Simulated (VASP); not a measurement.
Input of a VASP 6.6.1 run:

INCAR

```
ALGO = Normal
EDIFF = 1E-6
ENCUT = 500
GGA = CA
GGA_COMPAT = F
ISIF = 2
ISMEAR = -1
LASPH = T
LCHARG = T
LELF = T
LREAL = F
LVHAR = T
LWAVE = F
NBANDS = 15
NELM = 120
PREC = Accurate
SIGMA = 0.05
```

The input KPOINTS:

```
k-points
0
Gamma
  7 7 7
```

The input POSCAR:

```
RbCl
1.0
    0.0000000000      3.2071649199      3.2071649199
    3.2071649199      0.0000000000      3.2071649199
    3.2071649199      3.2071649199      0.0000000000
Rb Cl
1 1
Direct
    0.0000000000      0.0000000000      0.0000000000
    0.5000000000      0.5000000000      0.5000000000
```

Potentials or basis: VASP PAW LDA potentials, release 64 (Rb_sv, Cl).

Command:

```console
$ cat potpaw_LDA.64/Rb_sv/POTCAR potpaw_LDA.64/Cl/POTCAR > POTCAR
$ mpirun -np 1 vasp_std > vasp.out
```

Problem. Predict the pressure.

Solution. -0.3 GPa.

Problem. Estimate the band gap on the k mesh.

Solution. 4.80 eV.
